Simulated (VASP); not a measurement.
# Pd (Fd-3m) in VASP: a series of runs, part 2 of 2

VASP 6.6.1. Earlier steps stand in the parts before.

### 3 Single point, PBE

Input file INCAR:

```
PREC = Accurate
ENCUT = 520
EDIFF = 1E-6
ISMEAR = -1
SIGMA = 0.1
LREAL = False
LASPH = True
NELM = 80
ALGO = Normal
ISIF = 2
LWAVE = False
LCHARG = True
GGA = PE
LELF = True
LVHAR = True
NBANDS = 17
```

Input file KPOINTS:

```
regular mesh
0
Gamma
  15 15 15
```

Input file POSCAR:

```
Pd
1.0
    0.0000000000      2.1382951383      2.1382951383
    2.1382951383      0.0000000000      2.1382951383
    2.1382951383      2.1382951383      0.0000000000
Pd
2
Direct
   -0.1250000000     -0.1250000000     -0.1250000000
    0.1250000000      0.1250000000      0.1250000000
```

Potentials or basis: VASP PAW PBE potentials, release 64 (Pd).

The run is started by

```
cat potpaw_PBE.64/Pd/POTCAR > POTCAR
mpirun -np 1 vasp_std > vasp.out
```

Wall time 31 s (1 thread of AMD EPYC 7R43 (Zen 3), shared host); peak memory 0.13 GiB.

It converged, with:

```
Free energy            : 13.0179 eV
Pressure               : 508.9 GPa
Band gap on the k mesh : zero (band 10 reaches 20.82 eV, above the bottom of band 11 at 19.44 eV)
```

Levels at points of the mesh, in eV from the Fermi level:
```tsv
k point	band 8	band 9	band 10	band 11	band 12	band 13
(0.00, 0.00, 0.00)	-4.73	-4.73	0.27	0.27	13.57	13.97
```

### 4 Single point, PBE

Input file INCAR:

```
SYSTEM = Pd
ALGO = Normal ; EDIFF = 1E-6
ENCUT = 540 ; GGA = PE
GGA_COMPAT = .FALSE. ; ISIF = 2
ISMEAR = -1 ; LASPH = .TRUE.
LCHARG = .FALSE. ; LREAL = .FALSE.
LWAVE = .FALSE. ; NBANDS = 25
NELM = 120 ; PREC = Accurate
SIGMA = 0.1
```

Input file KPOINTS:

```
k-points
0
G
  15 15 15
  0 0 0
```

Input file POSCAR:

```
Pd
1.0
    0.0000000000      2.1380772732      2.1380772732
    2.1380772732      0.0000000000      2.1380772732
    2.1380772732      2.1380772732      0.0000000000
Pd
2
Direct
   -0.1250000000     -0.1250000000     -0.1250000000
    0.1250000000      0.1250000000      0.1250000000
```

Potentials or basis: VASP PAW PBE potentials, release 64 (Pd_sv_GW).

The run is started by

```
cat potpaw_PBE.64/Pd_sv_GW/POTCAR > POTCAR
mpirun -np 1 vasp_std > vasp.out
```

OUTCAR:

```text
SYSTEM = Pd
   EDIFF = 1E-6
   ENCUT = 540
   GGA = PE
   ISIF = 2
   ISMEAR = -1
   LASPH = .TRUE.
   LREAL = .FALSE.
   NELM = 120
   PREC = Accurate

 ion  position               nearest neighbor table
   1  0.875  0.875  0.875-   2 1.85   2 1.85   2 1.85   2 1.85
   2  0.125  0.125  0.125-   1 1.85   1 1.85   1 1.85   1 1.85

  LATTYP: Found a face centered cubic cell.
 ALAT       =     4.2761545464

  Lattice vectors:

 A1 = (   0.0000000000,   2.1380772732,   2.1380772732)
 A2 = (   2.1380772732,   0.0000000000,   2.1380772732)
 A3 = (   2.1380772732,   2.1380772732,   0.0000000000)

[... 188 lines left out ...]
      5     -38.3961      2.00000
      6     -34.9618      2.00000
[... 661 lines left out ...]
     24      36.9821      0.00000
     25      37.8981      0.00000

 [... further k-points ...]
[... 5 lines left out ...]
  --------------------------------------------------------------------------------------
  -------------------------------------------------------------------------------------
  Total       77.9644687     77.9644687     77.9644687     -0.0000000     -0.0000000     -0.0000000
  in kB     6390.0921152   6390.0921152   6390.0921152     -0.0000000     -0.0000000     -0.0000000
  external PRESSURE =    6390.0921152 kB  Pullay stress =       0.0000000 kB

 VOLUME and BASIS-vectors are now :
 -----------------------------------------------------------------------------
  energy-cutoff  :      540.00
  volume of cell :       19.55
      direct lattice vectors                 reciprocal lattice vectors
     0.000000000  2.138077273  2.138077273    -0.233854972  0.233854972  0.233854972
     2.138077273  0.000000000  2.138077273     0.233854972 -0.233854972  0.233854972
     2.138077273  2.138077273  0.000000000     0.233854972  0.233854972 -0.233854972

 POSITION                                       TOTAL-FORCE (eV/Angst)
 -----------------------------------------------------------------------------------
      3.74164      3.74164      3.74164         0.000000     -0.000000     -0.000000
      0.53452      0.53452      0.53452        -0.000000      0.000000      0.000000
 -----------------------------------------------------------------------------------
    total drift:                                0.000000      0.000000      0.000000

  FREE ENERGIE OF THE ION-ELECTRON SYSTEM (eV)
  ---------------------------------------------------
  free  energy   TOTEN  =        18.9828295714 eV

  energy  without entropy=       19.0371206777  energy(sigma->0) =       19.00997512
```

OSZICAR:

```text
N       E                     dE             d eps       ncg     rms          rms(c)
DAV:   1     0.951320182301E+03    0.95132E+03   -0.22280E+04  6312   0.229E+03
DAV:   2     0.835013648142E+02   -0.86782E+03   -0.82805E+03  6001   0.981E+02
DAV:   3     0.198322794121E+02   -0.63669E+02   -0.62581E+02  9449   0.329E+02
DAV:   4     0.182330625509E+02   -0.15992E+01   -0.15968E+01  8783   0.601E+01
DAV:   5     0.181424814998E+02   -0.90581E-01   -0.90575E-01 10509   0.129E+01    0.158E+02
DAV:   6     0.188666258543E+02    0.72414E+00   -0.13560E+00  9223   0.182E+01    0.889E+01
DAV:   7     0.189777905768E+02    0.11116E+00   -0.24111E-01  8469   0.586E+00    0.904E+00
DAV:   8     0.189821107285E+02    0.43202E-02   -0.28739E-02  8989   0.374E+00    0.374E-01
DAV:   9     0.189828287205E+02    0.71799E-03   -0.21723E-03  8375   0.840E-01    0.120E-01
DAV:  10     0.189828303949E+02    0.16744E-05   -0.19508E-04 11073   0.186E-01    0.690E-02
DAV:  11     0.189828290630E+02   -0.13319E-05   -0.38899E-06  7005   0.219E-02    0.466E-02
DAV:  12     0.189828295714E+02    0.50841E-06   -0.24491E-07  4432   0.972E-03
   1 F= 0.18982830E+02 E0= 0.19009975E+02  d E =-.542911E-01
```

stdout:

```text
POSCAR found type information on POSCAR Pd
 POSCAR found :  1 types and       2 ions
 scaLAPACK will be used
 LDA part: xc-table for (Slater+PW92), standard interpolation
 POSCAR, INCAR and KPOINTS ok, starting setup
 FFT: planning ... GRIDC
 FFT: planning ... GRID_SOFT
 FFT: planning ... GRID
 WAVECAR not read
 entering main loop
```

Run time: 2 min. Hardware: 1 thread of AMD EPYC 7R43 (Zen 3), shared host; peak memory 0.15 GiB.

The run converged, but its numbers aren't listed here, since they failed a check.
